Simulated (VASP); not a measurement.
# ZrH4 in VASP: single point with PBE

Aim: the single point of ZrH4 with PBE.

Everything below comes from runs of VASP 6.6.1. Logs are shortened: lines on timing, memory, paths and dates and some standing lists are left out, and cuts for length are marked.

### 1 The cell of the first run

The typed cell holds 5 atoms: a = 3.677 Å, b = 3.677 Å, c = 3.677 Å, α = 100.12°, β = 100.12°, γ = 130.45°.

The cell was built from a structure type or drawn by symmetry, and may not be a known phase.

### 2 Single point, PBE

The input, INCAR:

```
SYSTEM = ZrH4
  ALGO = Normal
  EDIFF = 1E-6
  ENCUT = 520
  GGA = PE
  ISIF = 2
  ISMEAR = 0
  LASPH = .True.
  LCHARG = .False.
  LREAL = .False.
  LWAVE = .False.
  NBANDS = 16
  NELM = 80
  PREC = Accurate
  SIGMA = 0.15
```

The input, KPOINTS:

```
k-points
0
Gamma
  4 4 4
  0 0 0
```

The input, POSCAR:

```
ZrH4
1.0
   -2.3607870045      2.3607870045      1.5410314177
    2.3607870045     -2.3607870045      1.5410314177
    2.3607870045      2.3607870045     -1.5410314177
Zr H
1 4
Direct
    0.9716219090      0.9716219090      0.0000000000
    0.1881955772      0.3601137626      0.6051762743
    0.7549374883      0.5830193029      0.3948237257
    0.3601137626      0.7549374883      0.1719181854
    0.5830193029      0.1881955772      0.8280818146
```

Potentials or basis: VASP PAW PBE potentials, release 64 (Zr_sv, H).

Started as:

```
cat potpaw_PBE.64/Zr_sv/POTCAR potpaw_PBE.64/H/POTCAR > POTCAR
mpirun -np 1 vasp_std > vasp.out
```

OUTCAR:

```text
SYSTEM = ZrH4
   EDIFF = 1E-6
   ENCUT = 520
   GGA = PE
   ISIF = 2
   ISMEAR = 0
   LASPH = .True.
   LREAL = .False.
   NELM = 80
   PREC = Accurate

 ion  position               nearest neighbor table
   1  0.972  0.972  0.000-   4 2.10   5 2.10   2 2.10   3 2.10   4 2.11   5 2.11   2 2.11   3 2.11
                             3 2.11   5 2.11   4 2.11   2 2.11
   2  0.188  0.360  0.605-   1 2.10   1 2.11   1 2.11
   3  0.755  0.583  0.395-   1 2.10   1 2.11   1 2.11
   4  0.360  0.755  0.172-   1 2.10   1 2.11   1 2.11
   5  0.583  0.188  0.828-   1 2.10   1 2.11   1 2.11

  LATTYP: Found a body centered tetragonal cell.
 ALAT       =     4.7215740090
 C/A-ratio  =     0.6527617336

  Lattice vectors:

 A1 = (  -2.3607870045,   2.3607870045,   1.5410314177)
 A2 = (   2.3607870045,  -2.3607870045,   1.5410314177)
 A3 = (   2.3607870045,   2.3607870045,  -1.5410314177)

Analysis of symmetry for initial positions (statically):
=====================================================================
 Subroutine PRICEL returns:
 Original cell was already a primitive cell.

 Routine SETGRP: Setting up the symmetry group for a
 body centered tetragonal supercell.

 Subroutine GETGRP returns: Found  4 space group operations
 (whereof  4 operations were pure point group operations)
 out of a pool of 16 trial point group operations.

The static configuration has the point symmetry     .

Analysis of symmetry for dynamics (positions and initial velocities):
=====================================================================
 Subroutine PRICEL returns:
 Original cell was already a primitive cell.

 Routine SETGRP: Setting up the symmetry group for a
 body centered tetragonal supercell.

 Subroutine GETGRP returns: Found  4 space group operations
 (whereof  4 operations were pure point group operations)
 out of a pool of 16 trial point group operations.

The dynamic configuration has the point symmetry     .

 Subroutine INISYM returns: Found  4 space group operations
 (whereof  4 operations are pure point group operations),
 and found     1 'primitive' translations

----------------------------------------------------------------------------------------

                                     Primitive cell
[... 85 lines left out ...]
   NELM   =     80;   NELMIN=  2; NELMDL= -5     # of ELM steps
   EDIFF  = 0.1E-05   stopping-criterion for ELM
   LREAL  =      F    real-space projection
   EDIFFG = 0.1E-04   stopping-criterion for IOM
   NSW    =      0    number of steps for IOM
   IBRION =     -1    ionic relax: 0-MD 1-quasi-New 2-CG
   NFREE  =      0    steps in history (QN), initial steepest desc. (CG)
   ISIF   =      2    stress and relaxation
   ISYM   =      2    0-nonsym 1-usesym 2-fastsym
   POTIM  = 0.5000    time-step for ionic-motion
   TEBEG  =    0.0;   TEEND  =   0.0 temperature during run
   PSTRESS=    0.0 pullay stress
   NELECT =      16.0000    total number of electrons
   NUPDOWN=      -1.0000    fix difference up-down
   EMIN   =  10.00;   EMAX   =-10.00  energy-range for DOS
   EFERMI =   0.00;   METHOD = LEGACY
   ISMEAR =     0;   SIGMA  =   0.15  broadening in eV -4-tet -1-fermi 0-gaus
   EFERMI_NEDOS =   21; number of points for ismear=-14 and -15
   IALGO  =     38    algorithm
   IMIX   =      4    mixing-type and parameters
     AMIX     =   0.40;   BMIX     =  1.00
     AMIX_MAG =   1.60;   BMIX_MAG =  1.00
  volume/ion in A,a.u.               =       6.87        46.37
  Fermi-wavevector in a.u.,A,eV,Ry     =   1.268975  2.398015 21.909434  1.610298
  Thomas-Fermi vector in A             =   2.402041
   LORBIT       =      0    0 simple, 1 ext, 2 COOP (PROOUT), +10 PAW based schemes
   GGA     = PE    functional components
   LHFCALC =     F    Hartree Fock is set to
   AEXX    =    0.0000 exact exchange contribution
   IVDW    =     0    specifies the selected vdW correction
   LEPSILON=     F    determine dielectric tensor
   LRPA    =     F    only Hartree local field effects (RPA)
 non-spin polarized calculation
 Gauss-broadening in eV      SIGMA  =   0.15
  energy-cutoff  :      520.00
  volume of cell :       34.35
 maximum number of plane-waves:       942
   NGX = 13   NGY = 13   NGZ = 13

 number of electron      15.9999999 magnetization

 Free energy of the ion-electron system (eV)
  ---------------------------------------------------
  ext. energy  EPLUGINS =         0.00000000
  ---------------------------------------------------
  free energy    TOTEN  =       -23.05955218 eV

  energy without entropy =      -23.05589856  energy(sigma->0) =      -23.05772537

 E-fermi :   6.7165     XC(G=0): -10.9582

 val. band max:        6.6959309071   @ k =   0.0000   0.0000   0.0000
 cond. band min:       7.0029705580   @ k =   0.5000   0.5000   0.0000
 fundamental gap:      0.3070396509
 Fermi energy:         6.7164709151

 k-point     1 :       0.0000    0.0000    0.0000
  band No.  band energies     occupation
      1     -42.6939      2.00000
      2     -20.6181      2.00000
      3     -20.6181      2.00000
      4     -20.2840      2.00000
      5      -3.4575      2.00000
      6       2.3390      2.00000
[... 243 lines left out ...]
      3     -20.8752      2.00000
      4     -20.3435      2.00000
      5       1.0741      2.00000
      6       1.4782      2.00000
[... 8 lines left out ...]
     15      15.6679      0.00000
     16      19.9655      0.00000

------------------------ aborting loop because EDIFF is reached ----------------------------------------

  FORCE on cell =-STRESS in cart. coord.  units (eV):
  Direction    XX          YY          ZZ          XY          YZ          ZX
  --------------------------------------------------------------------------------------
  -------------------------------------------------------------------------------------
  Total       -0.0763861     -0.0763861     -0.0242032      0.0000000      0.0000000      0.0000000
  in kB       -3.5623766     -3.5623766     -1.1287524      0.0000003      0.0000000      0.0000000
  external PRESSURE =      -2.7511685 kB  Pullay stress =       0.0000000 kB

 VOLUME and BASIS-vectors are now :
 -----------------------------------------------------------------------------
  energy-cutoff  :      520.00
  volume of cell :       34.35
      direct lattice vectors                 reciprocal lattice vectors
    -2.360787005  2.360787005  1.541031418     0.000000000  0.211793779  0.324458018
     2.360787005 -2.360787005  1.541031418     0.211793779  0.000000000  0.324458018
     2.360787005  2.360787005 -1.541031418     0.211793779  0.211793779  0.000000000

 POSITION                                       TOTAL-FORCE (eV/Angst)
 -----------------------------------------------------------------------------------
      0.00000      0.00000      2.99460        -0.000000      0.000000     -0.000657
      1.83455      1.02283     -0.08763        -0.001309     -0.003885      0.000164
      0.52623      1.33796      1.45340         0.001309      0.003885      0.000164
      1.33796     -0.52623      1.45340         0.003885     -0.001309      0.000164
      1.02283      2.88702     -0.08763        -0.003885      0.001309      0.000164
 -----------------------------------------------------------------------------------
    total drift:                                0.000000     -0.000000     -0.000053

  FREE ENERGIE OF THE ION-ELECTRON SYSTEM (eV)
  ---------------------------------------------------
  free  energy   TOTEN  =       -23.0595521817 eV

  energy  without entropy=      -23.0558985568  energy(sigma->0) =      -23.05772537
```

OSZICAR:

```text
N       E                     dE             d eps       ncg     rms          rms(c)
DAV:   1     0.866594934037E+02    0.86659E+02   -0.79438E+03   448   0.959E+02
DAV:   2    -0.215578480485E+02   -0.10822E+03   -0.10211E+03   576   0.253E+02
DAV:   3    -0.254022690427E+02   -0.38444E+01   -0.38181E+01   696   0.409E+01
DAV:   4    -0.254567664518E+02   -0.54497E-01   -0.54489E-01   536   0.479E+00
DAV:   5    -0.254573512958E+02   -0.58484E-03   -0.58484E-03   648   0.376E-01    0.192E+01
DAV:   6    -0.232691828539E+02    0.21882E+01   -0.15005E+00   488   0.123E+01    0.669E+00
DAV:   7    -0.230666658073E+02    0.20252E+00   -0.54298E-01   624   0.593E+00    0.126E+00
DAV:   8    -0.230639248787E+02    0.27409E-02   -0.77857E-02   496   0.283E+00    0.129E+00
DAV:   9    -0.230599854615E+02    0.39394E-02   -0.95093E-03   520   0.107E+00    0.162E-01
DAV:  10    -0.230596013834E+02    0.38408E-03   -0.78130E-04   576   0.267E-01    0.649E-02
DAV:  11    -0.230595517776E+02    0.49606E-04   -0.14735E-04   536   0.102E-01    0.143E-02
DAV:  12    -0.230595529656E+02   -0.11880E-05   -0.11997E-05   496   0.340E-02    0.849E-03
DAV:  13    -0.230595519568E+02    0.10088E-05   -0.52140E-07   320   0.727E-03    0.192E-03
DAV:  14    -0.230595521817E+02   -0.22492E-06   -0.14397E-07   248   0.291E-03
   1 F= -.23059552E+02 E0= -.23057725E+02  d E =-.365362E-02
```

stdout:

```text
POSCAR found type information on POSCAR ZrH
 POSCAR found :  2 types and       5 ions
 scaLAPACK will be used
 LDA part: xc-table for (Slater+PW92), standard interpolation
 POSCAR, INCAR and KPOINTS ok, starting setup
 FFT: planning ... GRIDC
 FFT: planning ... GRID_SOFT
 FFT: planning ... GRID
 WAVECAR not read
 entering main loop
```

Wall time 15 s (1 thread of Intel Xeon Platinum 8488C (Sapphire Rapids), shared host); peak memory 0.15 GiB.

What came out:

| Property | Result |
| --- | --- |
| Free energy | -23.0596 eV |
| Pressure | -0.3 GPa |
| Largest force | 0.004 eV/Å |
| Band gap on the k mesh | zero (filled and empty bands touch) |

Forces in eV/Å, atoms in the order of the input:
```
Zr   0.000  0.000 -0.001
H   -0.001 -0.004  0.000
H    0.001  0.004  0.000
H    0.004 -0.001  0.000
H   -0.004  0.001  0.000
```

Stress tensor (GPa, compression positive):
```
-0.36  0.00  0.00
 0.00 -0.36  0.00
 0.00  0.00 -0.11
```

Levels at points of the mesh, in eV from the Fermi level:
| k point | band 6 | band 7 | band 8 | band 9 | band 10 | band 11 |
| --- | --- | --- | --- | --- | --- | --- |
| (0.00, 0.00, 0.00) | -4.38 | -1.03 | -0.02 | -0.02 | 1.86 | 1.86 |
| (0.50, 0.00, 0.00) | -5.33 | -4.86 | -0.51 | 1.00 | 2.37 | 2.89 |
| (0.50, 0.50, 0.00) | -6.42 | -2.53 | -0.15 | 0.29 | 1.47 | 3.52 |
| (0.50, 0.50, 0.50) | -5.24 | -4.24 | -4.24 | 3.21 | 3.33 | 3.33 |

Caveat: the k points lie up to 0.61 Å⁻¹ apart.
